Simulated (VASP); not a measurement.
# LaMg2 (Fd-3m) in VASP: a series of runs, part 2 of 2

VASP 6.6.1. Earlier steps stand in the parts before.

## Step 3: Relaxation of cell and atoms, LDA

Contents of INCAR:

```
SYSTEM = LaMg2
ALGO = Normal ; EDIFF = 1E-6
EDIFFG = -0.002 ; ENCUT = 600
GGA = CA ; IBRION = 2
ISIF = 3 ; ISMEAR = 0
LASPH = .TRUE. ; LCHARG = .FALSE.
LREAL = .FALSE. ; LWAVE = .FALSE.
NELM = 100 ; NSW = 100
PREC = Accurate ; SIGMA = 0.1
```

Contents of KPOINTS:

```
k-points
0
G
  8 8 8
  0 0 0
```

Contents of POSCAR:

```
LaMg2
1.0
    0.0000000000      4.2829499609      4.2829499609
    4.2829499609      0.0000000000      4.2829499609
    4.2829499609      4.2829499609      0.0000000000
La Mg
2 4
Direct
    0.7500000000      0.7500000000      0.7500000000
    0.5000000000      0.5000000000      0.5000000000
    0.1250000000      0.1250000000      0.1250000000
    0.6250000000      0.1250000000      0.1250000000
    0.1250000000      0.1250000000      0.6250000000
    0.1250000000      0.6250000000      0.1250000000
```

Potentials or basis: VASP PAW LDA potentials, release 64 (La, Mg).

Launch:

```sh
cat potpaw_LDA.64/La/POTCAR potpaw_LDA.64/Mg/POTCAR > POTCAR
mpirun -np 1 vasp_std > vasp.out
```

Wall time 2.6 min (1 thread of AMD EPYC 9R45 (Zen 5), shared host); peak memory 0.31 GiB.

The run converged. Its results:

| Item | Value |
| --- | --- |
| Free energy | -19.1636 eV |
| Relaxed volume | 25.97 Å³/atom |
| Relaxed cell | a = 6.040 Å, b = 6.040 Å, c = 6.040 Å, α = 60.00°, β = 60.00°, γ = 60.00° |
| Space group after relaxing (to 0.1 Å) | Fd-3m (No. 227) |
| Energy gained by relaxing | 0.2 meV/atom |
| Ionic steps | 3 |
| Pressure after relaxing | 0.0 GPa |
| Band gap on the k mesh | zero (bands 15 and 16 overlap by 1.00 eV) |

Step by step:
| step | energy change (eV) | largest force (eV/Å) | pressure (GPa) | volume (Å³) |
| --- | --- | --- | --- | --- |
| 1 | 0.0000 | 0.0000 | -0.34 | 157.13 |
| 2 | -0.0014 | 0.0000 | -0.01 | 155.85 |
| 3 | -0.0014 | 0.0000 | 0.00 | 155.80 |

Final structure:
```
CELL_PARAMETERS angstrom
0.00000 4.27086 4.27086
4.27086 0.00000 4.27086
4.27086 4.27086 0.00000
ATOMIC_POSITIONS crystal
La 0.75000 0.75000 0.75000
La 0.50000 0.50000 0.50000
Mg 0.12500 0.12500 0.12500
Mg 0.62500 0.12500 0.12500
Mg 0.12500 0.12500 0.62500
Mg 0.12500 0.62500 0.12500
```

Levels at points of the mesh, in eV from the Fermi level:
```tsv
k point	band 12	band 13	band 14	band 15	band 16	band 17	band 18	band 19
(0.00, 0.00, 0.00)	-0.96	-0.91	-0.91	-0.91	-0.54	-0.54	-0.54	1.22
(0.50, 0.00, 0.00)	-1.87	-0.96	-0.38	-0.38	0.07	0.77	0.77	1.35
(0.50, 0.50, 0.00)	-1.48	-1.19	-1.19	0.32	0.32	0.69	0.69	1.29
```

Caveat: spin-orbit coupling is left out, which moves the levels of the heavy elements.

## Step 4: Single point, LDA

Contents of INCAR:

```
PREC = Accurate ; ENCUT = 520
EDIFF = 1E-6 ; ISMEAR = 0
SIGMA = 0.1 ; LREAL = F
LASPH = T ; NELM = 100
ALGO = Normal ; ISIF = 2
LWAVE = F ; LCHARG = T
LELF = T ; LVHAR = T
NBANDS = 24
```

Contents of KPOINTS:

```
regular mesh
0
Gamma
  8 8 8
```

POSCAR is that of step 3.

Potentials or basis: VASP PAW LDA potentials, release 64 (La, Mg).

Launch:

```sh
cat potpaw_LDA.64/La/POTCAR potpaw_LDA.64/Mg/POTCAR > POTCAR
mpirun -np 1 vasp_std > vasp.out
```

OUTCAR:

```text
PREC = Accurate
   ENCUT = 520
   EDIFF = 1E-6
   ISMEAR = 0
   LREAL = F
   LASPH = T
   NELM = 100
   ISIF = 2

 ion  position               nearest neighbor table
   1  0.750  0.750  0.750-   4 3.55   6 3.55   4 3.55   5 3.55   5 3.55   6 3.55   3 3.55   6 3.55
                             3 3.55   3 3.55   4 3.55   5 3.55
   2  0.500  0.500  0.500-   5 3.55   6 3.55   4 3.55   5 3.55   4 3.55   6 3.55   3 3.55   3 3.55
                             3 3.55   4 3.55   5 3.55   6 3.55
   3  0.125  0.125  0.125-   4 3.03   5 3.03   6 3.03   5 3.03   6 3.03   4 3.03   2 3.55   1 3.55
                             2 3.55   1 3.55   2 3.55   1 3.55
[... 864 lines left out ...]
  Total       -0.3434825     -0.3434825     -0.3434825      0.0000000      0.0000000     -0.0000000
  in kB       -3.5023235     -3.5023235     -3.5023235      0.0000000      0.0000000     -0.0000000
  external PRESSURE =      -3.5023235 kB  Pullay stress =       0.0000000 kB

 VOLUME and BASIS-vectors are now :
 -----------------------------------------------------------------------------
  energy-cutoff  :      520.00
  volume of cell :      157.13
      direct lattice vectors                 reciprocal lattice vectors
     0.000000000  4.282949961  4.282949961    -0.116741966  0.116741966  0.116741966
     4.282949961  0.000000000  4.282949961     0.116741966 -0.116741966  0.116741966
     4.282949961  4.282949961  0.000000000     0.116741966  0.116741966 -0.116741966

 POSITION                                       TOTAL-FORCE (eV/Angst)
 -----------------------------------------------------------------------------------
      6.42442      6.42442      6.42442        -0.000000     -0.000000     -0.000000
      4.28295      4.28295      4.28295         0.000000      0.000000      0.000000
      1.07074      1.07074      1.07074        -0.000000      0.000000     -0.000000
      1.07074      3.21221      3.21221        -0.000000      0.000000     -0.000000
      3.21221      3.21221      1.07074        -0.000000      0.000000     -0.000000
      3.21221      1.07074      3.21221        -0.000000      0.000000     -0.000000
 -----------------------------------------------------------------------------------
    total drift:                               -0.000000     -0.000000     -0.000000

  FREE ENERGIE OF THE ION-ELECTRON SYSTEM (eV)
  ---------------------------------------------------
  free  energy   TOTEN  =       -19.1618236786 eV

  energy  without entropy=      -19.1313901996  energy(sigma->0) =      -19.14660694
```

Wall time 94 s (1 thread of AMD EPYC 9R45 (Zen 5), shared host); peak memory 0.29 GiB.

Results:

| Item | Value |
| --- | --- |
| Free energy | -19.1618 eV |
| Pressure | -0.4 GPa |
| Band gap on the k mesh | zero (bands 15 and 16 overlap by 1.00 eV) |

Caveat: spin-orbit coupling is left out, which moves the levels of the heavy elements.

## Step 5: Relaxation of cell and atoms, LDA

This run uses another cell than the first one, of 28.49 Å³/atom.

Contents of INCAR:

```
SYSTEM = LaMg2
PREC = Accurate
ENCUT = 600
EDIFF = 1E-6
ISMEAR = 0
SIGMA = 0.1
LREAL = .False.
LASPH = .True.
NELM = 100
ALGO = Normal
ISIF = 3
LWAVE = .False.
LCHARG = .False.
GGA = CA
IBRION = 2
NSW = 100
EDIFFG = -0.002
```

Contents of KPOINTS:

```
regular mesh
0
Gamma
  8 8 8
  0 0 0
```

POSCAR: that of step 4 with these lines changed.

```diff
@@ -2,5 +2,5 @@
 1.0
-    0.0000000000      4.2829499609      4.2829499609
-    4.2829499609      0.0000000000      4.2829499609
-    4.2829499609      4.2829499609      0.0000000000
+    0.0000000000      4.4050000000      4.4050000000
+    4.4050000000      0.0000000000      4.4050000000
+    4.4050000000      4.4050000000      0.0000000000
 La Mg
```

Launch:

```sh
cat potpaw_LDA.64/La/POTCAR potpaw_LDA.64/Mg/POTCAR > POTCAR
mpirun -np 1 vasp_std > vasp.out
```

Run time: 3.8 min. Hardware: 1 thread of AMD EPYC 9R45 (Zen 5), shared host; peak memory 0.34 GiB.

The run converged. Its results:

```
Free energy                           : -19.1639 eV
Relaxed volume                        : 25.96 Å³/atom
Relaxed cell                          : a = 6.039 Å, b = 6.039 Å, c = 6.039 Å, α = 60.00°, β = 60.00°, γ = 60.00°
Space group after relaxing (to 0.1 Å) : Fd-3m (No. 227)
Energy gained by relaxing             : 27.4 meV/atom
Ionic steps                           : 3
Pressure after relaxing               : 0.0 GPa
Band gap on the k mesh                : zero (bands 15 and 16 overlap by 1.00 eV)
```

The path:
| step | energy change (eV) | largest force (eV/Å) | pressure (GPa) | volume (Å³) |
| --- | --- | --- | --- | --- |
| 1 | 0.0000 | 0.0000 | -3.25 | 170.95 |
| 2 | -0.1634 | 0.0000 | -0.33 | 157.03 |
| 3 | -0.1646 | 0.0000 | 0.01 | 155.76 |

Final structure:
```
CELL_PARAMETERS angstrom
0.00000 4.27051 4.27051
4.27051 0.00000 4.27051
4.27051 4.27051 0.00000
ATOMIC_POSITIONS crystal
La 0.75000 0.75000 0.75000
La 0.50000 0.50000 0.50000
Mg 0.12500 0.12500 0.12500
Mg 0.62500 0.12500 0.12500
Mg 0.12500 0.12500 0.62500
Mg 0.12500 0.62500 0.12500
```

Levels at points of the mesh, in eV from the Fermi level:
| k point | band 11 | band 12 | band 13 | band 14 | band 15 | band 16 | band 17 | band 18 | band 19 |
| --- | --- | --- | --- | --- | --- | --- | --- | --- | --- |
| (0.00, 0.00, 0.00) | -1.12 | -0.96 | -0.91 | -0.91 | -0.91 | -0.54 | -0.54 | -0.54 | 1.22 |
| (0.50, 0.00, 0.00) | -1.87 | -1.87 | -0.96 | -0.38 | -0.38 | 0.07 | 0.77 | 0.77 | 1.36 |
| (0.50, 0.50, 0.00) | -1.48 | -1.48 | -1.19 | -1.19 | 0.32 | 0.32 | 0.69 | 0.69 | 1.29 |

Caveat: spin-orbit coupling is left out, which moves the levels of the heavy elements. Zero-point motion and thermal expansion aren't in these numbers.

## Step 6: The runs side by side

| task | cell | cutoff (eV) | gap on the mesh (eV) | pressure (GPa) | relaxed volume (Å³/atom) |
| --- | --- | --- | --- | --- | --- |
| single point | a = 6.057 Å, angles 60.0°, 6 atoms | 520 | none | -0.4 | - |
| relaxation of cell and atoms | relaxed from a = 6.057 Å, angles 60.0°, 6 atoms | 600 | none | 0.0 | 25.97 |
| relaxation of cell and atoms | relaxed from a = 6.230 Å, angles 60.0°, 6 atoms | 600 | none | 0.0 | 25.96 |

Alike in all rows: level LDA; potentials or basis VASP PAW LDA potentials, release 64 (La, Mg); no spin polarisation; k mesh 8 × 8 × 8; smearing gaussian 0.1 eV.

Caveats: spin-orbit coupling is left out, which moves the levels of the heavy elements.

Absolute energies hang on the potentials; compare differences alone.
